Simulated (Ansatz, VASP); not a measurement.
## Two plane-wave programs on AlRu

File INCAR:

```
PREC     = Accurate       # precision mode
ENCUT    = 600            # plane-wave cutoff, eV
EDIFF    = 1E-6           # SCF threshold, eV
ISMEAR   = 0              # smearing method
SIGMA    = 0.1            # smearing width, eV
LREAL    = False          # projectors in reciprocal space
LASPH    = True           # aspherical terms in the spheres
NELM     = 80             # most SCF steps
ALGO     = Fast           # electronic algorithm
ISIF     = 3              # what is computed and relaxed
LWAVE    = False          # write WAVECAR
LCHARG   = False          # write CHGCAR
GGA      = PE             # functional
IBRION   = 2              # ionic algorithm
NSW      = 80             # ionic steps
EDIFFG   = -0.01          # ionic threshold
```

File KPOINTS:

```
regular mesh
0
Gamma
  16 16 10
```

POSCAR

```
AlRu
1.0
    2.7257544626      0.0000000000      0.0000000000
    0.0000000000      2.7257544626      0.0000000000
    0.0000000000      0.0000000000      3.9396844485
Ru Al
1 1
Direct
    0.5000000000      0.5000000000      0.5000000000
    0.0000000000      0.0000000000      0.0000000000
```

Input for Ansatz:

```yaml
crystal:
  lattice:
    - [2.7257544626, 0.0, 0.0]
    - [0.0, 2.7257544626, 0.0]
    - [0.0, 0.0, 3.9396844485]
  atoms:
    - { symbol: Ru, position: [0.5, 0.5, 0.5] }
    - { symbol: Al, position: [0.0, 0.0, 0.0] }
basis:
  ecutwfc: 420
kpoints:
  mp_grid: { grid: [16, 16, 10] }
hamiltonian:
  xc: pbe
scf:
  occupations: { method: gaussian, width: 0.1 }
output:
  forces: true
  stress: true
  eigenvalues: true
relax:
  adjacent_minimum: "off"
  f_tol: 0.01
  max_steps: 60
  cell: { stress_tol: 0.1 }
```

Alike in both runs: task relaxation of cell and atoms; functional PBE; k mesh 16 × 16 × 10; occupations gaussian, width 0.1 eV; no spin polarisation.

|  | VASP | Ansatz |
| --- | --- | --- |
| version | VASP 6.6.1 | Ansatz 0.2.0 |
| potentials or method | VASP PAW PBE potentials, release 64 (Ru_pv, Al), cutoff 600 eV | scalar-relativistic, plane waves, PAW |
| valence electrons in the cell | 17 | 19 |

```csv
,VASP,Ansatz,Ansatz less VASP
"gap on the k mesh at the Fermi level, each at its own relaxed structure (eV)",none,none,-
relaxed volume (Å³/atom),13.55,13.55,+0.007
relaxed length of the cell vector where the two differ most in proportion (Å),3.004,3.005,+0.0005
```

A gap of «none» marks a metal or a gap that the smearing closes. VASP's potentials hold 17 valence electrons a cell and Ansatz's 19, so a difference there can come from the potentials and not from the codes.
